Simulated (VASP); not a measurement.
# CuO in VASP: further runs

The runs below take CuO through single point, with PBEsol+U, PBE.

Program: VASP 6.6.1. These are calculated values, not measurements. Logs are shortened: lines on timing, memory, paths and dates and some standing lists are left out, and cuts for length are marked.

## Step 1: The cell of the first run

It takes space group C2/c (No. 15, monoclinic). Conventional cell: a = 4.121 Å, b = 4.102 Å, c = 5.111 Å, α = 90.00°, β = 90.10°, γ = 90.00°. Within 2.6 Å of Cu (site symmetry -1) lie 4 O at 1.94 Å. Within 2.6 Å of O (site symmetry 2) lie 4 Cu at 1.94 Å and 2 O at 2.56 Å.

## Step 2: Single point, PBEsol+U

INCAR reads:

```
ALGO     = Normal         # electronic algorithm
EDIFF    = 1E-6           # SCF threshold, eV
ENCUT    = 520            # plane-wave cutoff, eV
GGA      = PS             # functional
ISIF     = 2              # what is computed and relaxed
ISMEAR   = -1             # smearing method
LASPH    = T              # aspherical terms in the spheres
LCHARG   = F              # write CHGCAR
LDAU     = T              # DFT+U
LDAUJ    = 0 0          
LDAUL    = 2 -1           # shell
LDAUPRINT= 1            
LDAUTYPE = 2            
LDAUU    = 4 0            # U, eV
LMAXMIX  = 4              # l up to which the mixer works
LREAL    = F              # projectors in reciprocal space
LWAVE    = F              # write WAVECAR
NBANDS   = 25             # bands
NELM     = 150            # most SCF steps
PREC     = Accurate       # precision mode
SIGMA    = 0.05           # smearing width, eV
```

KPOINTS reads:

```
k-points
0
Gamma
  9 9 5
```

POSCAR reads:

```
CuO
1.0
    2.9071074506     -0.0130596171     -0.0030387411
    0.0263887456      2.9070066011     -0.0030924833
    0.0121223092      0.0118471748      5.1108762800
Cu O
2 2
Direct
    0.0000000000      0.5000000000      0.0000000000
    0.5000000000      0.0000000000      0.5000000000
    0.9994648061      0.0005157853      0.7499995249
    0.0005351939      0.9994842147      0.2500004751
```

Potentials or basis: VASP PAW PBE potentials, release 64 (Cu, O).

The run is started by

```console
> cat potpaw_PBE.64/Cu/POTCAR potpaw_PBE.64/O/POTCAR > POTCAR
> mpirun -np 1 vasp_std > vasp.out
```

OUTCAR:

```text
EDIFF = 1E-6
   ENCUT = 520
   GGA = PS
   ISIF = 2
   ISMEAR = -1
   LASPH = T
   LREAL = F
   NELM = 150
   PREC = Accurate

 ion  position               nearest neighbor table
   1  0.000  0.500  0.000-   3 1.94   4 1.94   4 1.94   3 1.94
   2  0.500  0.000  0.500-   4 1.94   3 1.94   4 1.94   3 1.94
   3  0.999  0.001  0.750-   1 1.94   2 1.94   2 1.94   1 1.94
   4  0.001  0.999  0.250-   1 1.94   2 1.94   2 1.94   1 1.94

  Warning from LATTYP: Got some problem with cell dimensions!
  Tried to take original basis but could not verify dimensions!
  LATTYP: Found a triclinic cell.
 ALAT       =     9.6896218029
 B/A-ratio  =     0.6721061822
 C/A-ratio  =     1.2491719876
 COS(alpha) =     0.0000186680
 COS(beta)  =     0.5887375620
 COS(gamma) =     0.8063546185

  Lattice vectors:

 A1 = (   5.8548700832,   5.7760467932,  -5.1231387288)
 A2 = (   2.9598849418,   5.8009535851,  -0.0092237077)
 A3 = (   5.7635815372,  -2.9568201849, -10.2247375589)

Analysis of symmetry for initial positions (statically):
=====================================================================
 Subroutine PRICEL returns:
 Original cell was already a primitive cell.

 Routine SETGRP: Setting up the symmetry group for a
 triclinic supercell.

 Subroutine GETGRP returns: Found  2 space group operations
 (whereof  2 operations were pure point group operations)
 out of a pool of  2 trial point group operations.

The static configuration has the point symmetry S_2 .

Analysis of symmetry for dynamics (positions and initial velocities):
=====================================================================
 Subroutine PRICEL returns:
 Original cell was already a primitive cell.

 Routine SETGRP: Setting up the symmetry group for a
 triclinic supercell.

 Subroutine GETGRP returns: Found  2 space group operations
 (whereof  2 operations were pure point group operations)
 out of a pool of  2 trial point group operations.

The dynamic configuration has the point symmetry S_2 .

 Subroutine INISYM returns: Found  2 space group operations
 (whereof  2 operations are pure point group operations),
 and found     1 'primitive' translations

----------------------------------------------------------------------------------------

                                     Primitive cell

  volume of cell :      43.1939

  direct lattice vectors                    reciprocal lattice vectors
     2.907107451 -0.013059617 -0.003038741     0.343969657 -0.003123291 -0.000808610
     0.026388746  2.907006601 -0.003092483     0.001544433  0.343981595 -0.000801024
     0.012122309  0.011847175  5.110876280     0.000205446  0.000206279  0.195660198

  length of vectors
     2.907138373  2.907128017  5.110904387     0.343984787  0.343985995  0.195660415

  position of ions in fractional coordinates (direct lattice)
     1.000000000  0.500000000  1.000000000
     0.500000000  1.000000000  0.500000000
     0.999464806  0.000515785  0.749999525
     0.000535194  0.999484215  0.250000475

  ion indices of the primitive-cell ions
   primitive index   ion index
                 1           1
                 2           2
                 3           3
                 4           4

----------------------------------------------------------------------------------------

 KPOINTS: k-points

Automatic generation of k-mesh.
[... 117 lines left out ...]
   IVDW    =     0    specifies the selected vdW correction
   LEPSILON=     F    determine dielectric tensor
   LRPA    =     F    only Hartree local field effects (RPA)
 non-spin polarized calculation
  energy-cutoff  :      520.00
  volume of cell :       43.19
 maximum number of plane-waves:      1179
 NGX is ok and might be reduce to    24
   NGX = 11   NGY = 11   NGZ = 19

atom =   1  type =  1  l = 2

 onsite density matrix

spin component  1

  0.9620 -0.0005 -0.0002 -0.0000  0.0003
 -0.0005  0.7972  0.0004 -0.0015  0.0002
 -0.0002  0.0004  0.9676 -0.0000  0.0155
 -0.0000 -0.0015 -0.0000  0.9619  0.0001
  0.0003  0.0002  0.0155  0.0001  0.9432

spin component  2

  0.9620 -0.0005 -0.0002 -0.0000  0.0003
 -0.0005  0.7972  0.0004 -0.0015  0.0002
 -0.0002  0.0004  0.9676 -0.0000  0.0155
 -0.0000 -0.0015 -0.0000  0.9619  0.0001
  0.0003  0.0002  0.0155  0.0001  0.9432

 occupancies and eigenvectors

  o =  0.7972  v =  0.0032  1.0000 -0.0022  0.0090 -0.0010  0.0000  0.0000  0.0000  0.0000  0.0000      0.0000  0.0000  0.0000  0.0000  0.0000  0.0000  0.0000  0.0000  0.0000  0.0000
  o =  0.7972  v =  0.0000  0.0000  0.0000  0.0000  0.0000  0.0032  1.0000 -0.0022  0.0090 -0.0010      0.0000  0.0000  0.0000  0.0000  0.0000  0.0000  0.0000  0.0000  0.0000  0.0000
  o =  0.9357  v =  0.0000  0.0000  0.0000  0.0000  0.0000 -0.0132  0.0000 -0.4372 -0.0044  0.8993      0.0000  0.0000  0.0000  0.0000  0.0000  0.0000  0.0000  0.0000  0.0000  0.0000
  o =  0.9357  v = -0.0132  0.0000 -0.4372 -0.0044  0.8993  0.0000  0.0000  0.0000  0.0000  0.0000      0.0000  0.0000  0.0000  0.0000  0.0000  0.0000  0.0000  0.0000  0.0000  0.0000
  o =  0.9619  v = -0.0852  0.0092  0.0046 -0.9963 -0.0039  0.0000  0.0000  0.0000  0.0000  0.0000      0.0000  0.0000  0.0000  0.0000  0.0000  0.0000  0.0000  0.0000  0.0000  0.0000
  o =  0.9619  v =  0.0000  0.0000  0.0000  0.0000  0.0000 -0.0852  0.0092  0.0046 -0.9963 -0.0039      0.0000  0.0000  0.0000  0.0000  0.0000  0.0000  0.0000  0.0000  0.0000  0.0000
  o =  0.9620  v = -0.9962  0.0024 -0.0008  0.0853 -0.0146  0.0000  0.0000  0.0000  0.0000  0.0000      0.0000  0.0000  0.0000  0.0000  0.0000  0.0000  0.0000  0.0000  0.0000  0.0000
  o =  0.9620  v =  0.0000  0.0000  0.0000  0.0000  0.0000 -0.9962  0.0024 -0.0008  0.0853 -0.0146      0.0000  0.0000  0.0000  0.0000  0.0000  0.0000  0.0000  0.0000  0.0000  0.0000
  o =  0.9751  v =  0.0000  0.0000  0.0000  0.0000  0.0000  0.0069 -0.0024 -0.8993 -0.0030 -0.4372      0.0000  0.0000  0.0000  0.0000  0.0000  0.0000  0.0000  0.0000  0.0000  0.0000
  o =  0.9751  v =  0.0069 -0.0024 -0.8993 -0.0030 -0.4372  0.0000  0.0000  0.0000  0.0000  0.0000      0.0000  0.0000  0.0000  0.0000  0.0000  0.0000  0.0000  0.0000  0.0000  0.0000

atom =   2  type =  1  l = 2

 onsite density matrix

spin component  1

  0.9620 -0.0000  0.0002 -0.0005  0.0002
 -0.0000  0.9619 -0.0000  0.0008 -0.0001
  0.0002 -0.0000  0.9676  0.0004 -0.0155
 -0.0005  0.0008  0.0004  0.7972 -0.0002
  0.0002 -0.0001 -0.0155 -0.0002  0.9432

spin component  2

  0.9620 -0.0000  0.0002 -0.0005  0.0002
 -0.0000  0.9619 -0.0000  0.0008 -0.0001
  0.0002 -0.0000  0.9676  0.0004 -0.0155
 -0.0005  0.0008  0.0004  0.7972 -0.0002
  0.0002 -0.0001 -0.0155 -0.0002  0.9432

 occupancies and eigenvectors

  o =  0.7972  v =  0.0031 -0.0046 -0.0021  1.0000  0.0010  0.0000  0.0000  0.0000  0.0000  0.0000      0.0000  0.0000  0.0000  0.0000  0.0000  0.0000  0.0000  0.0000  0.0000  0.0000
  o =  0.7972  v =  0.0000  0.0000  0.0000  0.0000  0.0000  0.0031 -0.0046 -0.0021  1.0000  0.0010      0.0000  0.0000  0.0000  0.0000  0.0000  0.0000  0.0000  0.0000  0.0000  0.0000
  o =  0.9357  v =  0.0000  0.0000  0.0000  0.0000  0.0000 -0.0112  0.0044  0.4372  0.0000  0.8993      0.0000  0.0000  0.0000  0.0000  0.0000  0.0000  0.0000  0.0000  0.0000  0.0000
  o =  0.9357  v = -0.0112  0.0044  0.4372  0.0000  0.8993  0.0000  0.0000  0.0000  0.0000  0.0000      0.0000  0.0000  0.0000  0.0000  0.0000  0.0000  0.0000  0.0000  0.0000  0.0000
  o =  0.9619  v =  0.0874  0.9961 -0.0045  0.0043 -0.0016  0.0000  0.0000  0.0000  0.0000  0.0000      0.0000  0.0000  0.0000  0.0000  0.0000  0.0000  0.0000  0.0000  0.0000  0.0000
  o =  0.9619  v =  0.0000  0.0000  0.0000  0.0000  0.0000  0.0874  0.9961 -0.0045  0.0043 -0.0016      0.0000  0.0000  0.0000  0.0000  0.0000  0.0000  0.0000  0.0000  0.0000  0.0000
  o =  0.9620  v = -0.9961  0.0874 -0.0009  0.0035 -0.0124  0.0000  0.0000  0.0000  0.0000  0.0000      0.0000  0.0000  0.0000  0.0000  0.0000  0.0000  0.0000  0.0000  0.0000  0.0000
  o =  0.9620  v =  0.0000  0.0000  0.0000  0.0000  0.0000 -0.9961  0.0874 -0.0009  0.0035 -0.0124      0.0000  0.0000  0.0000  0.0000  0.0000  0.0000  0.0000  0.0000  0.0000  0.0000
  o =  0.9751  v =  0.0000  0.0000  0.0000  0.0000  0.0000 -0.0049 -0.0029 -0.8994 -0.0024  0.4372      0.0000  0.0000  0.0000  0.0000  0.0000  0.0000  0.0000  0.0000  0.0000  0.0000
  o =  0.9751  v = -0.0049 -0.0029 -0.8994 -0.0024  0.4372  0.0000  0.0000  0.0000  0.0000  0.0000      0.0000  0.0000  0.0000  0.0000  0.0000  0.0000  0.0000  0.0000  0.0000  0.0000

 number of electron      33.9999976 magnetization

 Free energy of the ion-electron system (eV)
  ---------------------------------------------------
  ext. energy  EPLUGINS =         0.00000000
  ---------------------------------------------------
  free energy    TOTEN  =       -18.73447488 eV

  energy without entropy =      -18.71558652  energy(sigma->0) =      -18.72503070

 E-fermi :   4.6526     XC(G=0): -11.6791

 val. band max:        4.6285236178   @ k =   0.4444   0.4444   0.4000
 cond. band min:       4.6779942271   @ k =  -0.2222  -0.4444   0.4000
 fundamental gap:      0.0494706094
 Fermi energy:         4.6526428738

 k-point     1 :       0.0000    0.0000    0.0000
  band No.  band energies     occupation
      1     -15.0255      2.00000
      2     -13.6133      2.00000
      3      -3.6699      2.00000
      4      -1.0404      2.00000
      5      -1.0309      2.00000
      6       0.2399      2.00000
[... 661 lines left out ...]
     24      16.7958      0.00000
     25      20.6358      0.00000

 [... further k-points ...]

------------------------ aborting loop because EDIFF is reached ----------------------------------------

  FORCE on cell =-STRESS in cart. coord.  units (eV):
  Direction    XX          YY          ZZ          XY          YZ          ZX
  --------------------------------------------------------------------------------------
  -------------------------------------------------------------------------------------
  Total       -0.9778783     -0.9784378     -1.2407754     -0.0071937     -0.0031747     -0.0031922
  in kB      -36.2721299    -36.2928849    -46.0236897     -0.2668349     -0.1177580     -0.1184086
  external PRESSURE =     -39.5295682 kB  Pullay stress =       0.0000000 kB

 VOLUME and BASIS-vectors are now :
 -----------------------------------------------------------------------------
  energy-cutoff  :      520.00
  volume of cell :       43.19
      direct lattice vectors                 reciprocal lattice vectors
     2.907107451 -0.013059617 -0.003038741     0.343969657 -0.003123291 -0.000808610
     0.026388746  2.907006601 -0.003092483     0.001544433  0.343981595 -0.000801024
     0.012122309  0.011847175  5.110876280     0.000205446  0.000206279  0.195660198

 POSITION                                       TOTAL-FORCE (eV/Angst)
 -----------------------------------------------------------------------------------
      0.01319      1.45350     -0.00155        -0.000000     -0.000000      0.000000
      1.45961     -0.00061      2.55392        -0.000000     -0.000000      0.000000
      2.91466     -0.00267      3.83012         0.000467     -0.000389      0.000448
      0.03096      2.90846      1.27463        -0.000467      0.000389     -0.000448
 -----------------------------------------------------------------------------------
    total drift:                                0.000000      0.000000     -0.000000

  FREE ENERGIE OF THE ION-ELECTRON SYSTEM (eV)
  ---------------------------------------------------
  free  energy   TOTEN  =       -18.7344748819 eV

  energy  without entropy=      -18.7155865224  energy(sigma->0) =      -18.72503070
```

Wall time 1.7 min (1 thread of Intel Xeon Platinum 8488C (Sapphire Rapids), shared host); peak memory 0.3 GiB.

What came out:

```yaml
Free_energy: -18.7345 eV
Pressure: -4.0 GPa
Band_gap_on_the_k_mesh: zero (bands 17 and 18 overlap by 1.02 eV)
```

Stress tensor (GPa, compression positive):
```
-3.63 -0.03 -0.01
-0.03 -3.63 -0.01
-0.01 -0.01 -4.60
```

Eigenvalues of the final occupation matrices:
```tsv
site	spin	trace	eigenvalues
site 1 d	1	4.63	0.80 0.94 0.96 0.96 0.98
site 1 d	2	4.63	0.80 0.94 0.96 0.96 0.98
site 2 d	1	4.63	0.80 0.94 0.96 0.96 0.98
site 2 d	2	4.63	0.80 0.94 0.96 0.96 0.98
```

Caveat: the cell stands under tension; the PAW data sets were made with another functional, which shifts forces and pressure a little; U without spin polarisation on a metal has little footing.

[end of part 1 of 2]

The gap in the log of VASP goes by the Fermi energy; the results here count the filled bands.